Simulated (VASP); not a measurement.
Wanted: the native input for a VASP 6.6.1 run.

```
Task                   : single point
Functional             : r2SCAN
Potentials or basis    : VASP PAW PBE potentials, release 64 (Ga_d, P)
Cutoff                 : 520 eV
k mesh                 : 8 × 8 × 8
Occupations            : gaussian, width 0.01 eV
Spin                   : non-collinear spin, zero start, spin-orbit coupling
Starting moments       : [[0.0, 0.0, 0.0], [0.0, 0.0, 0.0]] μB
Dipole correction      : no
Further INCAR settings : ALGO = Normal; EDIFF = 1e-07; NBANDS = 30
```

Crystal: GaP.

```xyz
2
Lattice="0.0000 2.6164 2.6164 2.6164 0.0000 2.6164 2.6164 2.6164 0.0000" Properties=species:S:1:pos:R:3 pbc="T T T"
Ga    0.0000    0.0000    0.0000
P     1.3082    1.3082    1.3082
```

This cell differs from its parent crystal: strain -4.0%.

The input as run:

POSCAR

```
GaP
1.0
    0.0000000000      2.6163833159      2.6163833159
    2.6163833159      0.0000000000      2.6163833159
    2.6163833159      2.6163833159      0.0000000000
Ga P
1 1
Direct
    0.0000000000      0.0000000000      0.0000000000
    0.2500000000      0.2500000000      0.2500000000
```

INCAR.step1

```
ALGO     = Normal         # electronic algorithm
EDIFF    = 1E-4           # SCF threshold, eV
ENCUT    = 520            # plane-wave cutoff, eV
GGA      = PE             # functional
GGA_COMPAT= False        
ISMEAR   = 0              # smearing method
LASPH    = True           # aspherical terms in the spheres
LCHARG   = False          # write CHGCAR
LNONCOLLINEAR= True           # non-collinear magnetism
LREAL    = False          # projectors in reciprocal space
LSORBIT  = True           # spin-orbit coupling
LWAVE    = True           # write WAVECAR
MAGMOM   = 0 0 0 0 0 0    # initial moments
NBANDS   = 30             # bands
NELM     = 150            # most SCF steps
PREC     = Accurate       # precision mode
SIGMA    = 0.01           # smearing width, eV
```

INCAR.step2

```
ALGO     = Normal         # electronic algorithm
EDIFF    = 1E-7           # SCF threshold, eV
ENCUT    = 520            # plane-wave cutoff, eV
GGA_COMPAT= False        
ISIF     = 2              # what is computed and relaxed
ISMEAR   = 0              # smearing method
ISTART   = 1            
LASPH    = True           # aspherical terms in the spheres
LCHARG   = False          # write CHGCAR
LMIXTAU  = True         
LNONCOLLINEAR= True           # non-collinear magnetism
LORBIT   = 11             # projections on sites
LORBMOM  = True         
LREAL    = False          # projectors in reciprocal space
LSORBIT  = True           # spin-orbit coupling
LWAVE    = False          # write WAVECAR
MAGMOM   = 0 0 0 0 0 0    # initial moments
METAGGA  = R2SCAN         # meta-GGA
NBANDS   = 30             # bands
NELM     = 150            # most SCF steps
PREC     = Accurate       # precision mode
SIGMA    = 0.01           # smearing width, eV
```

KPOINTS

```
k-points
0
Gamma
  8 8 8
```

Potentials or basis: VASP PAW PBE potentials, release 64 (Ga_d, P).

Command:

```bash
$ cat potpaw_PBE.64/Ga_d/POTCAR potpaw_PBE.64/P/POTCAR > POTCAR
$ cp INCAR.step1 INCAR
$ mpirun -np 1 vasp_ncl > vasp.out
$ cp INCAR.step2 INCAR
$ mpirun -np 1 vasp_ncl > vasp.out
```

Results of the run:

* Pressure: 14.0 GPa
* Net moment: 0.00 μB per cell
* Valence electrons inside the program's atomic spheres: Ga 11.89; P 2.63

Caveat: the cell differs from its parent crystal (strain -4.0%); the cell stands under pressure; the PAW data sets were made with another functional, which shifts forces and pressure a little.

It took 18 min on 1 thread of Intel Xeon 8259CL, with other jobs on the host, peak memory 0.32 GiB.
